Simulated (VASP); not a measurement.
# SiC (P6_3mc) in VASP: notebook, part 2 of 2

VASP 6.6.1. Earlier steps stand in the parts before.

## (3) Single point, r2SCAN (strain -2.0%)

File POSCAR:

```
SiC
1.0
    3.0138491144      0.0000000000      0.0000000000
   -1.5069245572      2.6100698963      0.0000000000
    0.0000000000      0.0000000000      4.9471459292
Si C
2 2
Direct
    0.3333333333      0.6666666667     -0.0003531274
    0.6666666667      0.3333333333      0.4996468726
    0.3333333333      0.6666666667      0.3753531274
    0.6666666667      0.3333333333      0.8753531274
```

File INCAR.step1:

```
PREC = Accurate
ENCUT = 520
ISMEAR = 0
SIGMA = 0.01
LREAL = F
LASPH = T
NELM = 100
NBANDS = 16
GGA = PE
ALGO = Normal
EDIFF = 1E-4
LWAVE = T
LCHARG = F
```

File INCAR.step2:

```
PREC = Accurate
ENCUT = 520
EDIFF = 1E-6
ISMEAR = 0
SIGMA = 0.01
LREAL = F
LASPH = T
NELM = 100
ALGO = Normal
ISIF = 2
LWAVE = F
LCHARG = T
METAGGA = R2SCAN
LMIXTAU = T
LELF = T
LVHAR = T
NBANDS = 16
ISTART = 1
```

File KPOINTS:

```
Automatic mesh
0
Gamma
  12 12 6
```

Potentials or basis: VASP PAW PBE potentials, release 64 (Si, C).

Command:

```sh
$ cat potpaw_PBE.64/Si/POTCAR potpaw_PBE.64/C/POTCAR > POTCAR
$ cp INCAR.step1 INCAR
$ mpirun -np 1 vasp_std > vasp.out
$ cp INCAR.step2 INCAR
$ mpirun -np 1 vasp_std > vasp.out
```

OUTCAR:

```text
PREC = Accurate
   ENCUT = 520
   EDIFF = 1E-6
   ISMEAR = 0
   LREAL = F
   LASPH = T
   NELM = 100
   ISIF = 2
   METAGGA = R2SCAN
   ISTART = 1

 ion  position               nearest neighbor table
   1  0.333  0.667  1.000-   4 1.85   4 1.85   4 1.85   3 1.86   2 3.02   2 3.02   2 3.02   2 3.02
                             2 3.02   2 3.02
   2  0.667  0.333  0.500-   3 1.85   3 1.85   3 1.85   4 1.86   1 3.02   1 3.02   1 3.02   1 3.02
                             1 3.02   1 3.02
   3  0.333  0.667  0.375-   2 1.85   2 1.85   2 1.85   1 1.86
   4  0.667  0.333  0.875-   1 1.85   1 1.85   1 1.85   2 1.86

  LATTYP: Found a hexagonal cell.
 ALAT       =     3.0138491144
 C/A-ratio  =     1.6414710032

  Lattice vectors:

 A1 = (   3.0138491144,   0.0000000000,   0.0000000000)
 A2 = (  -1.5069245572,   2.6100698963,   0.0000000000)
 A3 = (   0.0000000000,   0.0000000000,   4.9471459292)

Analysis of symmetry for initial positions (statically):
=====================================================================
 Subroutine PRICEL returns:
 Original cell was already a primitive cell.

 Routine SETGRP: Setting up the symmetry group for a
 hexagonal supercell.

 Subroutine GETGRP returns: Found 12 space group operations
 (whereof  6 operations were pure point group operations)
 out of a pool of 24 trial point group operations.

The static configuration has the point symmetry C_3v.
 The point group associated with its full space group is C_6v.

Analysis of symmetry for dynamics (positions and initial velocities):
=====================================================================
 Subroutine PRICEL returns:
 Original cell was already a primitive cell.

 Routine SETGRP: Setting up the symmetry group for a
 hexagonal supercell.

 Subroutine GETGRP returns: Found 12 space group operations
[... 128 lines left out ...]
     AMIX_MAG =   1.60;   BMIX_MAG =  1.00
  volume/ion in A,a.u.               =       9.73        65.65
  Fermi-wavevector in a.u.,A,eV,Ry     =   1.217322  2.300404 20.162095  1.481872
  Thomas-Fermi vector in A             =   2.352646
   LORBIT       =      0    0 simple, 1 ext, 2 COOP (PROOUT), +10 PAW based schemes
   METAGGA = R2SCAN    functional components
   LHFCALC =     F    Hartree Fock is set to
   AEXX    =    0.0000 exact exchange contribution
   IVDW    =     0    specifies the selected vdW correction
   LEPSILON=     F    determine dielectric tensor
   LRPA    =     F    only Hartree local field effects (RPA)
 non-spin polarized calculation
 Gauss-broadening in eV      SIGMA  =   0.01
  energy-cutoff  :      520.00
  volume of cell :       38.92
 maximum number of plane-waves:      1099
 NGX is ok and might be reduce to    24
   NGX = 11   NGY = 11   NGZ = 19

 number of electron      15.9999999 magnetization

 Free energy of the ion-electron system (eV)
  ---------------------------------------------------
  ext. energy  EPLUGINS =         0.00000000
  ---------------------------------------------------
  free energy    TOTEN  =       -38.52809532 eV

  energy without entropy =      -38.52809532  energy(sigma->0) =      -38.52809532

 E-fermi :   8.9355     XC(G=0): -12.2028

 val. band max:        8.8461751435   @ k =   0.0000   0.0000   0.0000
 cond. band min:      11.4109833368   @ k =   0.3333   0.3333   0.0000
 fundamental gap:      2.5648081933
 Fermi energy:         8.9354989600

 k-point     1 :       0.0000    0.0000    0.0000
  band No.  band energies     occupation
      1      -8.0096      2.00000
      2      -4.1492      2.00000
      3      -0.5042      2.00000
      4       7.4331      2.00000
      5       7.4331      2.00000
      6       8.7266      2.00000
[... 433 lines left out ...]
      3       1.0690      2.00000
      4       2.7634      2.00000
      5       3.7626      2.00000
      6       5.7585      2.00000
[... 8 lines left out ...]
     15      21.6792      0.00000
     16      22.3141      0.00000

 [... further k-points ...]

------------------------ aborting loop because EDIFF is reached ----------------------------------------

  FORCE on cell =-STRESS in cart. coord.  units (eV):
  Direction    XX          YY          ZZ          XY          YZ          ZX
  --------------------------------------------------------------------------------------
  -------------------------------------------------------------------------------------
  Total        3.7389981      3.7389981      3.6571816      0.0000000      0.0000000      0.0000000
  in kB      153.9350305    153.9350306    150.5666336      0.0000000      0.0000000      0.0000000
  external PRESSURE =     152.8122316 kB  Pullay stress =       0.0000000 kB

 VOLUME and BASIS-vectors are now :
 -----------------------------------------------------------------------------
  energy-cutoff  :      520.00
  volume of cell :       38.92
      direct lattice vectors                 reciprocal lattice vectors
     3.013849114  0.000000000  0.000000000     0.331801614  0.191565751  0.000000000
    -1.506924557  2.610069896  0.000000000     0.000000000  0.383131502  0.000000000
     0.000000000  0.000000000  4.947145929     0.000000000  0.000000000  0.202136750

 POSITION                                       TOTAL-FORCE (eV/Angst)
 -----------------------------------------------------------------------------------
     -0.00000      1.74005      4.94540        -0.000000      0.000000     -0.000329
      1.50692      0.87002      2.47183         0.000000      0.000000     -0.000329
     -0.00000      1.74005      1.85693         0.000000      0.000000      0.000329
      1.50692      0.87002      4.33050        -0.000000      0.000000      0.000329
 -----------------------------------------------------------------------------------
    total drift:                               -0.000000      0.000000      0.000323

  FREE ENERGIE OF THE ION-ELECTRON SYSTEM (eV)
  ---------------------------------------------------
  free  energy   TOTEN  =       -38.5280953166 eV

  energy  without entropy=      -38.5280953166  energy(sigma->0) =      -38.52809532
```

OUTCAR.step1:

```text
PREC = Accurate
   ENCUT = 520
   ISMEAR = 0
   LREAL = F
[... 690 lines left out ...]
     -0.00000      1.74005      4.94540         0.000000     -0.000000      0.003394
      1.50692      0.87002      2.47183        -0.000000      0.000000      0.003394
     -0.00000      1.74005      1.85693        -0.000000     -0.000000     -0.003394
      1.50692      0.87002      4.33050         0.000000      0.000000     -0.003394
 -----------------------------------------------------------------------------------
    total drift:                               -0.000000      0.000000      0.000152

  FREE ENERGIE OF THE ION-ELECTRON SYSTEM (eV)
  ---------------------------------------------------
  free  energy   TOTEN  =       -29.9384713474 eV

  energy  without entropy=      -29.9384713474  energy(sigma->0) =      -29.93847135
```

Run time: 3 min. Hardware: 1 thread of Intel Xeon 8259CL, shared host; peak memory 0.19 GiB.

Results:

```
Free energy            : -38.5281 eV
Pressure               : 15.3 GPa
Band gap on the k mesh : 2.56 eV (least direct gap 4.63 eV)
```

Stress tensor (GPa, compression positive):
```
15.39  0.00  0.00
 0.00 15.39  0.00
 0.00  0.00 15.06
```

Caveat: the cell differs from its parent crystal (strain -2.0%); the cell stands under pressure; the PAW data sets were made with another functional, which shifts forces and pressure a little. A k mesh can miss the band edges.

## (4) Single point, r2SCAN (strain +1.0%)

File POSCAR:

```
SiC
1.0
    3.1061098016      0.0000000000      0.0000000000
   -1.5530549008      2.6899699951      0.0000000000
    0.0000000000      0.0000000000      5.0985891719
Si C
2 2
Direct
    0.3333333333      0.6666666667     -0.0004083989
    0.6666666667      0.3333333333      0.4995916011
    0.3333333333      0.6666666667      0.3754083989
    0.6666666667      0.3333333333      0.8754083989
```

INCAR.step1 is that of step 3.

File INCAR.step2:

```
PREC = Accurate
ENCUT = 520
EDIFF = 1E-7
ISMEAR = 0
SIGMA = 0.01
LREAL = F
LASPH = T
NELM = 100
ALGO = Normal
ISIF = 2
LWAVE = F
LCHARG = F
METAGGA = R2SCAN
LMIXTAU = T
NBANDS = 16
ISTART = 1
```

KPOINTS is that of step 3.

Potentials or basis: VASP PAW PBE potentials, release 64 (Si, C).

Command:

```sh
$ cat potpaw_PBE.64/Si/POTCAR potpaw_PBE.64/C/POTCAR > POTCAR
$ cp INCAR.step1 INCAR
$ mpirun -np 1 vasp_std > vasp.out
$ cp INCAR.step2 INCAR
$ mpirun -np 1 vasp_std > vasp.out
```

OUTCAR:

```text
PREC = Accurate
   ENCUT = 520
   EDIFF = 1E-7
   ISMEAR = 0
   LREAL = F
   LASPH = T
   NELM = 100
   ISIF = 2
   METAGGA = R2SCAN
   ISTART = 1

 ion  position               nearest neighbor table
   1  0.333  0.667  1.000-   4 1.90   4 1.90   4 1.90   3 1.92   2 3.12   2 3.12   2 3.12   2 3.12
                             2 3.12   2 3.12
   2  0.667  0.333  0.500-   3 1.90   3 1.90   3 1.90   4 1.92   1 3.12   1 3.12   1 3.12   1 3.12
                             1 3.12   1 3.12
   3  0.333  0.667  0.375-   2 1.90   2 1.90   2 1.90   1 1.92
[... 661 lines left out ...]
  Direction    XX          YY          ZZ          XY          YZ          ZX
  --------------------------------------------------------------------------------------
  -------------------------------------------------------------------------------------
  Total       -1.7667501     -1.7667501     -1.7123475      0.0000000      0.0000000      0.0000000
  in kB      -66.4463974    -66.4463974    -64.4003505      0.0000000      0.0000000      0.0000000
  external PRESSURE =     -65.7643818 kB  Pullay stress =       0.0000000 kB

 VOLUME and BASIS-vectors are now :
 -----------------------------------------------------------------------------
  energy-cutoff  :      520.00
  volume of cell :       42.60
      direct lattice vectors                 reciprocal lattice vectors
     3.106109802  0.000000000  0.000000000     0.321946120  0.185875679  0.000000000
    -1.553054901  2.689969995  0.000000000     0.000000000  0.371751358  0.000000000
     0.000000000  0.000000000  5.098589172     0.000000000  0.000000000  0.196132688

 POSITION                                       TOTAL-FORCE (eV/Angst)
 -----------------------------------------------------------------------------------
     -0.00000      1.79331      5.09651        -0.000000      0.000000     -0.003775
      1.55305      0.89666      2.54721         0.000000     -0.000000     -0.003775
     -0.00000      1.79331      1.91405         0.000000      0.000000      0.003775
      1.55305      0.89666      4.46335         0.000000     -0.000000      0.003775
 -----------------------------------------------------------------------------------
    total drift:                               -0.000000     -0.000000      0.001082

  FREE ENERGIE OF THE ION-ELECTRON SYSTEM (eV)
  ---------------------------------------------------
  free  energy   TOTEN  =       -38.6112791786 eV

  energy  without entropy=      -38.6112791786  energy(sigma->0) =      -38.61127918
```

It took 4.1 min on 1 thread of Intel Xeon 8259CL, shared host; peak memory 0.19 GiB.

What came out:

```yaml
Free_energy: -38.6113 eV
Pressure: -6.6 GPa
Largest_force: 0.004 eV/Å
Band_gap_on_the_k_mesh: 2.70 eV (least direct gap 4.41 eV)
```

Forces on the atoms (eV/Å):
```
Si   0.000  0.000 -0.004
Si   0.000  0.000 -0.004
C    0.000  0.000  0.004
C    0.000  0.000  0.004
```

Levels at points of the mesh, in eV from the valence-band top:
```
           k point  band 4  band 5  band 6  band 7  band 8  band 9  band 10  band 11  band 12  band 13
(0.00, 0.00, 0.00)   -1.37   -1.37   -0.11    0.00    0.00    5.11     6.44     7.00     7.00     8.06
(0.50, 0.00, 0.00)   -6.48   -5.52   -3.42   -3.28   -1.25    3.17     4.63     7.22     7.52    10.46
(0.00, 0.00, 0.50)   -4.57   -0.74   -0.74   -0.74   -0.74    6.22     6.22     7.72     7.72     7.72
(0.50, 0.00, 0.50)   -8.40   -2.52   -2.52   -2.41   -2.41    3.65     3.65     5.65     5.65    10.88
```

Caveat: the cell differs from its parent crystal (strain +1.0%); the cell stands under tension; the PAW data sets were made with another functional, which shifts forces and pressure a little. A k mesh can miss the band edges.

## (5) Summary

| cell | gap on the mesh (eV) | pressure (GPa) |
| --- | --- | --- |
| a = 2.983, b = 2.983, c = 4.897 Å, angles 90.0, 90.0, 120.0°, 4 atoms, atomic positions A | 2.52 | 24.5 |
| a = 3.014, b = 3.014, c = 4.947 Å, angles 90.0, 90.0, 120.0°, 4 atoms, atomic positions A | 2.56 | 15.3 |
| a = 3.106, b = 3.106, c = 5.099 Å, angles 90.0, 90.0, 120.0°, 4 atoms, atomic positions B | 2.70 | -6.6 |

Alike in all rows: task single point; level r2SCAN; potentials or basis VASP PAW PBE potentials, release 64 (Si, C); no spin polarisation; k mesh 12 × 12 × 6; cutoff (eV) 520; smearing gaussian 0.01 eV.

Caveats: the PAW data sets were made with another functional, which shifts forces and pressure a little; the cell stands under pressure (at least some runs); the cell stands under tension (at least some runs).

Total energies depend on the potentials used, so only differences within one code and one set of settings carry meaning.
